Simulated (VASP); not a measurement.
# Cu4Pt27 (P-1) in VASP: single point with PBEsol

Aim: the single point of Cu4Pt27 with PBEsol.

All numbers are computed with VASP 6.6.1; they aren't measurements. Logs are shortened: lines on timing, memory, paths and dates and some standing lists are left out, and cuts for length are marked.

## 1. The cell of the first run

The typed cell holds 31 atoms: a = 11.049 Å, b = 11.049 Å, c = 5.524 Å, α = 60.00°, β = 60.00°, γ = 60.00°.

## 2. Single point, PBEsol

Contents of INCAR:

```
PREC = Accurate
ENCUT = 600
EDIFF = 1E-6
ISMEAR = -1
SIGMA = 0.1
LREAL = Auto
LASPH = T
NELM = 120
ALGO = Normal
ISIF = 2
LWAVE = F
LCHARG = F
GGA = PS
NBANDS = 178
GGA_COMPAT = F
KPAR = 4
```

Contents of KPOINTS:

```
regular mesh
0
Gamma
  2 2 4
```

Contents of POSCAR:

```
Cu4Pt27
1.0
    0.0000000000      7.8128020000      7.8128020000
    7.8128020000      0.0000000000      7.8128020000
    3.9064010000      3.9064010000      0.0000000000
Cu Pt
4 27
Direct
    0.2500000000      0.2500000000      0.5000000000
    0.2500000000      0.7500000000      0.5000000000
    0.7500000000      0.2500000000      0.5000000000
    0.7500000000      0.7500000000      0.5000000000
    0.0000000000      0.0000000000      0.0000000000
    0.0000000000      0.2500000000      0.0000000000
    0.2500000000      0.0000000000      0.0000000000
    0.0000000000      0.2500000000      0.5000000000
    0.0000000000      0.0000000000      0.5000000000
    0.2500000000      0.2500000000      0.0000000000
    0.0000000000      0.5000000000      0.0000000000
    0.0000000000      0.7500000000      0.0000000000
    0.2500000000      0.5000000000      0.0000000000
    0.0000000000      0.7500000000      0.5000000000
    0.2500000000      0.5000000000      0.5000000000
    0.0000000000      0.5000000000      0.5000000000
    0.2500000000      0.7500000000      0.0000000000
    0.5000000000      0.0000000000      0.0000000000
    0.5000000000      0.2500000000      0.0000000000
    0.7500000000      0.0000000000      0.0000000000
    0.5000000000      0.2500000000      0.5000000000
    0.7500000000      0.0000000000      0.5000000000
    0.5000000000      0.0000000000      0.5000000000
    0.7500000000      0.2500000000      0.0000000000
    0.5000000000      0.5000000000      0.0000000000
    0.5000000000      0.7500000000      0.0000000000
    0.7500000000      0.5000000000      0.0000000000
    0.5000000000      0.7500000000      0.5000000000
    0.7500000000      0.5000000000      0.5000000000
    0.5000000000      0.5000000000      0.5000000000
    0.7500000000      0.7500000000      0.0000000000
```

Potentials or basis: VASP PAW PBE potentials, release 64 (Cu, Pt).

Command:

```bash
> cat potpaw_PBE.64/Cu/POTCAR potpaw_PBE.64/Pt/POTCAR > POTCAR
> mpirun -np 4 vasp_std > vasp.out
```

OUTCAR:

```text
PREC = Accurate
   ENCUT = 600
   EDIFF = 1E-6
   ISMEAR = -1
   LREAL = Auto
   LASPH = T
   NELM = 120
   ISIF = 2
   GGA = PS

 ion  position               nearest neighbor table
   1  0.250  0.250  0.500-   6 2.76   7 2.76   8 2.76  10 2.76  15 2.76  16 2.76  21 2.76  23 2.76
                            10 2.76  13 2.76  19 2.76
   2  0.250  0.750  0.500-   9 2.76  12 2.76  13 2.76  14 2.76  15 2.76  17 2.76  28 2.76  30 2.76
                             7 2.76  17 2.76  26 2.76
   3  0.750  0.250  0.500-   8 2.76   9 2.76  19 2.76  20 2.76  21 2.76  22 2.76  24 2.76  29 2.76
                            30 2.76   6 2.76  24 2.76  27 2.76
   4  0.750  0.750  0.500-  14 2.76  16 2.76  22 2.76  23 2.76  26 2.76  27 2.76  28 2.76  29 2.76
                            31 2.76  12 2.76  20 2.76  31 2.76
   5  0.000  0.000  0.000-   6 2.76   7 2.76   9 2.76  12 2.76  14 2.76  17 2.76  20 2.76  22 2.76
                            24 2.76   8 2.76   9 2.76
   6  0.000  0.250  0.000-   3 2.76   5 2.76   7 2.76   8 2.76   9 2.76  10 2.76  11 2.76  24 2.76
                            27 2.76   1 2.76   8 2.76  16 2.76
   7  0.250  0.000  0.000-   2 2.76   5 2.76   6 2.76   9 2.76  10 2.76  17 2.76  18 2.76  26 2.76
                             1 2.76  23 2.76
   8  0.000  0.250  0.500-   1 2.76   3 2.76   5 2.76   6 2.76   9 2.76  16 2.76  24 2.76  29 2.76
                             6 2.76  10 2.76  11 2.76
   9  0.000  0.000  0.500-   2 2.76   3 2.76   5 2.76   8 2.76  12 2.76  14 2.76  20 2.76  22 2.76
[... 31 lines left out ...]
  25  0.500  0.500  0.000-  13 2.76  15 2.76  17 2.76  19 2.76  21 2.76  24 2.76  26 2.76  27 2.76
                            30 2.76  28 2.76  29 2.76  30 2.76
  26  0.500  0.750  0.000-   2 2.76   7 2.76  17 2.76  18 2.76  25 2.76  27 2.76  28 2.76  30 2.76
                            31 2.76   4 2.76  23 2.76  28 2.76
  27  0.750  0.500  0.000-   3 2.76   6 2.76  11 2.76  24 2.76  25 2.76  26 2.76  29 2.76  30 2.76
                            31 2.76   4 2.76  16 2.76  29 2.76
  28  0.500  0.750  0.500-   2 2.76   4 2.76  17 2.76  23 2.76  25 2.76  26 2.76  29 2.76  30 2.76
                            18 2.76  26 2.76  31 2.76
  29  0.750  0.500  0.500-   3 2.76   4 2.76   8 2.76  16 2.76  24 2.76  25 2.76  27 2.76  28 2.76
                            30 2.76  11 2.76  27 2.76  31 2.76
  30  0.500  0.500  0.500-   2 2.76   3 2.76  13 2.76  15 2.76  19 2.76  21 2.76  25 2.76  28 2.76
                            29 2.76  25 2.76  26 2.76  27 2.76
  31  0.750  0.750  0.000-   4 2.76  11 2.76  12 2.76  18 2.76  20 2.76  26 2.76  27 2.76  28 2.76
                            29 2.76   4 2.76  14 2.76  22 2.76

  LATTYP: Found a base centered orthorhombic cell.
 ALAT       =    11.0489705485
 B/A-ratio  =     1.4142135624
 C/A-ratio  =     0.5000000000

  Lattice vectors:

 A1 = (  -3.9064010000,   3.9064010000,  -7.8128020000)
 A2 = (  -3.9064010000,   3.9064010000,   7.8128020000)
 A3 = (   3.9064010000,   3.9064010000,   0.0000000000)

Analysis of symmetry for initial positions (statically):
=====================================================================
 Subroutine PRICEL returns:
 Original cell was already a primitive cell.

 Routine SETGRP: Setting up the symmetry group for a
 base centered orthorhombic supercell.

 Subroutine GETGRP returns: Found  2 space group operations
 (whereof  1 operations were pure point group operations)
 out of a pool of  8 trial point group operations.

The static configuration has the point symmetry C_1 .
 The point group associated with its full space group is S_2 .

Analysis of symmetry for dynamics (positions and initial velocities):
=====================================================================
 Subroutine PRICEL returns:
 Original cell was already a primitive cell.

 Routine SETGRP: Setting up the symmetry group for a
 base centered orthorhombic supercell.

 Subroutine GETGRP returns: Found  2 space group operations
 (whereof  1 operations were pure point group operations)
 out of a pool of  8 trial point group operations.

The dynamic configuration has the point symmetry C_1 .
 The point group associated with its full space group is S_2 .

 Subroutine INISYM returns: Found  2 space group operations
 (whereof  1 operations are pure point group operations),
 and found     1 'primitive' translations

----------------------------------------------------------------------------------------

                                     Primitive cell

  volume of cell :     476.8925

  direct lattice vectors                    reciprocal lattice vectors
     0.000000000  7.812802000  7.812802000    -0.063997526  0.063997526  0.063997526
     7.812802000  0.000000000  7.812802000     0.063997526 -0.063997526  0.063997526
     3.906401000  3.906401000  0.000000000     0.127995052  0.127995052 -0.127995052

  length of vectors
    11.048970549 11.048970549  5.524485274     0.110846967  0.110846967  0.221693934

  position of ions in fractional coordinates (direct lattice)
     0.250000000  0.250000000  0.500000000
     0.250000000  0.750000000  0.500000000
     0.750000000  0.250000000  0.500000000
     0.750000000  0.750000000  0.500000000
     0.000000000  0.000000000  0.000000000
     0.000000000  0.250000000  0.000000000
[... 23 lines left out ...]
     0.500000000  0.500000000  0.500000000
     0.750000000  0.750000000  0.000000000

  ion indices of the primitive-cell ions
   primitive index   ion index
                 1           1
                 2           2
                 3           3
                 4           4
                 5           5
                 6           6
[... 23 lines left out ...]
                30          30
                31          31

----------------------------------------------------------------------------------------

 KPOINTS: regular mesh

Automatic generation of k-mesh.
 Grid dimensions read from file:
 generate k-points for:    2    2    4

 Generating k-lattice:

  Cartesian coordinates                     Fractional coordinates (reciprocal lattice)
    -0.031998763  0.031998763  0.031998763     0.500000000  0.000000000  0.000000000
     0.031998763 -0.031998763  0.031998763     0.000000000  0.500000000  0.000000000
     0.031998763  0.031998763 -0.031998763     0.000000000  0.000000000  0.250000000

  Length of vectors
     0.055423483  0.055423483  0.055423483

  Shift w.r.t. Gamma in fractional coordinates (k-lattice)
     0.000000000  0.000000000  0.000000000

 Subroutine IBZKPT returns following result:
 ===========================================

 Found     12 irreducible k-points:

 Following reciprocal coordinates:
            Coordinates               Weight
  0.000000  0.000000  0.000000      1.000000
  0.500000  0.000000  0.000000      1.000000
  0.000000  0.500000  0.000000      1.000000
  0.500000  0.500000  0.000000      1.000000
  0.000000  0.000000  0.250000      2.000000
  0.500000  0.500000  0.250000      2.000000
  0.500000  0.000000  0.250000      2.000000
  0.000000  0.500000  0.250000      2.000000
  0.000000  0.000000  0.500000      1.000000
  0.500000  0.000000  0.500000      1.000000
  0.000000  0.500000  0.500000      1.000000
  0.500000  0.500000  0.500000      1.000000
   k-points           NKPTS =     12   k-points in BZ     NKDIM =     12   number of bands    NBANDS=    178
   number of dos      NEDOS =    301   number of ions     NIONS =     31
   total plane-waves  NPLWV = 388800
   dimension x,y,z NGX =    90 NGY =   90 NGZ =   48
   dimension x,y,z NGXF=   180 NGYF=  180 NGZF=   96
   ions per type =               4  27
   NGX,Y,Z   is equivalent  to a cutoff of  13.54, 13.54, 14.44 a.u.
   NGXF,Y,Z  is equivalent  to a cutoff of  27.08, 27.08, 28.89 a.u.
 SYSTEM =  unknown system
   PREC   = accura    normal or accurate (medium, high low for compatibility)
   ISTART =      0    job   : 0-new  1-cont  2-samecut
   ICHARG =      2    charge: 1-file 2-atom 10-const
   ISPIN  =      1    spin polarized calculation?
   LNONCOLLINEAR =      F non collinear calculations
   LSORBIT =      F    spin-orbit coupling
   LASPH  =      T    aspherical Exc in radial PAW
   ENCUT  =  600.0 eV  44.10 Ry    6.64 a.u.  22.07 22.07 11.03*2*pi/ulx,y,z
   NELM   =    120;   NELMIN=  2; NELMDL= -5     # of ELM steps
   EDIFF  = 0.1E-05   stopping-criterion for ELM
   LREAL  =      T    real-space projection
   EDIFFG = 0.1E-04   stopping-criterion for IOM
   NSW    =      0    number of steps for IOM
   IBRION =     -1    ionic relax: 0-MD 1-quasi-New 2-CG
   NFREE  =      0    steps in history (QN), initial steepest desc. (CG)
   ISIF   =      2    stress and relaxation
   ISYM   =      2    0-nonsym 1-usesym 2-fastsym
   POTIM  = 0.5000    time-step for ionic-motion
   TEBEG  =    0.0;   TEEND  =   0.0 temperature during run
   PSTRESS=    0.0 pullay stress
   NELECT =     314.0000    total number of electrons
   NUPDOWN=      -1.0000    fix difference up-down
   EMIN   =  10.00;   EMAX   =-10.00  energy-range for DOS
   EFERMI =   0.00;   METHOD = LEGACY
   ISMEAR =    -1;   SIGMA  =   0.10  broadening in eV -4-tet -1-fermi 0-gaus
   EFERMI_NEDOS =   21; number of points for ismear=-14 and -15
   IALGO  =     38    algorithm
   IMIX   =      4    mixing-type and parameters
     AMIX     =   0.40;   BMIX     =  1.00
     AMIX_MAG =   1.60;   BMIX_MAG =  1.00
  volume/ion in A,a.u.               =      15.38       103.81
  Fermi-wavevector in a.u.,A,eV,Ry     =   1.424223  2.691391 27.598197  2.028410
  Thomas-Fermi vector in A             =   2.544737
   LORBIT       =      0    0 simple, 1 ext, 2 COOP (PROOUT), +10 PAW based schemes
   GGA     = PS    functional components
   LHFCALC =     F    Hartree Fock is set to
   AEXX    =    0.0000 exact exchange contribution
   IVDW    =     0    specifies the selected vdW correction
   LEPSILON=     F    determine dielectric tensor
   LRPA    =     F    only Hartree local field effects (RPA)
 non-spin polarized calculation
  energy-cutoff  :      600.00
  volume of cell :      476.89
 maximum number of plane-waves:     15960
 NGX is ok and might be reduce to    90
   NGX = 45   NGY = 45   NGZ = 23

 number of electron     313.9999978 magnetization

 Free energy of the ion-electron system (eV)
  ---------------------------------------------------
  ext. energy  EPLUGINS =         0.00000000
  ---------------------------------------------------
  free energy    TOTEN  =      -205.83998609 eV

  energy without entropy =     -204.30595162  energy(sigma->0) =     -205.07296886

 E-fermi :   9.7033     XC(G=0): -13.2187

 val. band max:        9.7017215620   @ k =   0.5000   0.5000   0.5000
 cond. band min:       9.7079750489   @ k =   0.5000   0.5000   0.2500
 fundamental gap:      0.0062534868
 Fermi energy:         9.7032872500

 k-point     1 :       0.0000    0.0000    0.0000
  band No.  band energies     occupation
      1      -0.0395      2.00000
      2       1.6791      2.00000
      3       1.7793      2.00000
      4       2.1534      2.00000
      5       2.2414      2.00000
      6       2.5579      2.00000
[... 2053 lines left out ...]
    168       9.9022      0.24068
    169       9.9409      0.17008
 [bands above 169 left out]

------------------------ aborting loop because EDIFF is reached ----------------------------------------

  FORCE on cell =-STRESS in cart. coord.  units (eV):
  Direction    XX          YY          ZZ          XY          YZ          ZX
  --------------------------------------------------------------------------------------
  -------------------------------------------------------------------------------------
  Total      -21.2654786    -21.0580589    -21.4442335     -0.0038915     -0.0214377      0.3192978
  in kB      -71.4439224    -70.7470710    -72.0444707     -0.0130738     -0.0720224      1.0727191
  external PRESSURE =     -71.4118214 kB  Pullay stress =       0.0000000 kB

 VOLUME and BASIS-vectors are now :
 -----------------------------------------------------------------------------
  energy-cutoff  :      600.00
  volume of cell :      476.89
      direct lattice vectors                 reciprocal lattice vectors
     0.000000000  7.812802000  7.812802000    -0.063997526  0.063997526  0.063997526
     7.812802000  0.000000000  7.812802000     0.063997526 -0.063997526  0.063997526
     3.906401000  3.906401000  0.000000000     0.127995052  0.127995052 -0.127995052

 POSITION                                       TOTAL-FORCE (eV/Angst)
 -----------------------------------------------------------------------------------
      3.90640      3.90640      3.90640        -0.156391      0.023320     -0.175740
      7.81280      3.90640      7.81280         0.156391     -0.023320      0.175740
      3.90640      7.81280      7.81280        -0.014732      0.019151     -0.001412
      7.81280      7.81280     11.71920         0.014732     -0.019151      0.001412
      0.00000      0.00000      0.00000        -0.370295      0.092635      0.489463
      1.95320      0.00000      1.95320        -0.237204      0.316187     -0.025248
[... 23 lines left out ...]
      5.85960      5.85960      7.81280         0.009844     -0.046811     -0.020392
      5.85960      5.85960     11.71920         0.093612     -0.068381     -0.016971
 -----------------------------------------------------------------------------------
    total drift:                                0.000000      0.000000     -0.000000

  FREE ENERGIE OF THE ION-ELECTRON SYSTEM (eV)
  ---------------------------------------------------
  free  energy   TOTEN  =      -205.8399860903 eV

  energy  without entropy=     -204.3059516240  energy(sigma->0) =     -205.07296886
```

It took 19 min on 4 MPI ranks of AMD EPYC 9R45 (Zen 5), shared host; peak memory 1.3 GiB.

What came out:

| Quantity | Value |
| --- | --- |
| Free energy | -205.8400 eV |
| Pressure | -7.1 GPa |
| Largest force | 0.621 eV/Å |
| Band gap on the k mesh | zero (bands 157 and 158 overlap by 0.53 eV) |

Forces on the atoms (eV/Å):
```
Cu  -0.156  0.023 -0.176
Cu   0.156 -0.023  0.176
Cu  -0.015  0.019 -0.001
Cu   0.015 -0.019  0.001
Pt  -0.370  0.093  0.489
Pt  -0.237  0.316 -0.025
Pt   0.000  0.000  0.000
Pt  -0.393  0.204 -0.082
Pt   0.023  0.097  0.360
Pt  -0.097  0.140 -0.388
Pt  -0.068  0.105 -0.044
Pt   0.022 -0.022  0.217
Pt   0.000  0.000  0.000
Pt  -0.037 -0.020  0.094
Pt   0.000  0.000  0.000
Pt  -0.010  0.047  0.020
Pt   0.097 -0.140  0.388
Pt   0.370 -0.093 -0.489
Pt  -0.022  0.022 -0.217
Pt   0.000  0.000  0.000
Pt   0.037  0.020 -0.094
Pt   0.000  0.000  0.000
Pt  -0.023 -0.097 -0.360
Pt  -0.094  0.068  0.017
Pt   0.068 -0.105  0.044
Pt   0.237 -0.316  0.025
Pt   0.000  0.000  0.000
Pt   0.393 -0.204  0.082
Pt   0.000  0.000  0.000
Pt   0.010 -0.047 -0.020
Pt   0.094 -0.068 -0.017
```

Stress tensor (GPa, compression positive):
```
-7.14  0.00  0.11
 0.00 -7.07 -0.01
 0.11 -0.01 -7.20
```

Caveat: the cell stands under tension; the PAW data sets were made with another functional, which shifts forces and pressure a little; spin-orbit coupling is left out, which moves the levels of the heavy elements.
